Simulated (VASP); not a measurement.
Runs of VASP 6.6.1 on Hf7Cl. The structure is that of space group P-6m2 (No. 187), or close to it. The cells are those of the table. 

```tsv
cell	k mesh	gap on the mesh (eV)	pressure (GPa)	largest force (eV/Å)
a = 6.297, b = 6.297, c = 5.152 Å, angles 90.0, 90.0, 120.0°, 8 atoms	3 × 3 × 3	none	(b)	0.03
a = 3.207, b = 3.207, c = 19.357 Å, angles 90.0, 90.0, 120.0°, 8 atoms	6 × 6 × 1	none	-0.5	0.01
a = 3.202, b = 3.202, c = 19.392 Å, angles 90.0, 90.0, 120.0°, 8 atoms	6 × 6 × 1	none	(a)	0.06
a = 3.216, b = 3.216, c = 19.304 Å, angles 90.0, 90.0, 120.0°, 8 atoms	6 × 6 × 1	none	-0.8	0.06
```

Alike in all rows: task single point; level PBE; potentials or basis VASP PAW PBE potentials, release 64 (Hf_pv, Cl); no spin polarisation; cutoff (eV) 520; smearing gaussian 0.2 eV.

Task: Estimate the missing entries.

Result: (a) -0.4; (b) -0.7.

Caveats: all runs use coarse meshes; spin-orbit coupling is left out, which moves the levels of the heavy elements; an odd number of electrons without spin polarisation forces a metal; a magnetic or distorted state may lie lower.

A k mesh can miss the band edges, and the runs leave out spin-orbit coupling on Hf.

A gap of «none» marks levels without a gap at the run's occupations.
